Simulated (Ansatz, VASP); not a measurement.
Two plane-wave programs on HfMoC2

```xyz
4
Lattice="3.1914 0.0000 0.0000 0.0000 3.1914 0.0000 0.0000 0.0000 4.4852" Properties=species:S:1:pos:R:3 pbc="T T T"
Hf    0.0000    0.0000    0.0000
Mo    1.5957    1.5957    2.2426
C     1.5957    1.5957    0.0000
C     0.0000    0.0000    2.2426
```

Alike in both runs: functional r2SCAN; k mesh 8 × 8 × 6; occupations fermi-dirac, width 0.05 eV; no spin polarisation.

|  | VASP | Ansatz |
| --- | --- | --- |
| version | VASP 6.6.1 | Ansatz 0.2.0 |
| potentials or method | VASP PAW PBE potentials, release 64 (Hf_pv, Mo_sv, C) | Ansatz PAW |
| plane-wave cutoff (eV) | 520 | 500 |
| valence electrons in the cell | 32 | 48 |
| task | single point | band structure |

|  | VASP | Ansatz | Ansatz less VASP |
| --- | --- | --- | --- |
| gap on the k mesh at the Fermi level (eV) | none | none | - |
| pressure (GPa) | -3.1 | -3.1 | +0.06 |
| traceless stress, the component that is largest in VASP (GPa) | -3.00 | -3.03 | -0.030 |

VASP's potentials were made for PBE, not for r2SCAN. A gap of «none» marks a metal or a gap that the smearing closes. With one functional, cell and mesh, what is left measures potentials, basis and numerics. VASP's potentials hold 32 valence electrons a cell and Ansatz's 48, so a difference there can come from the potentials and not from the codes.

Spin-orbit coupling is off throughout.
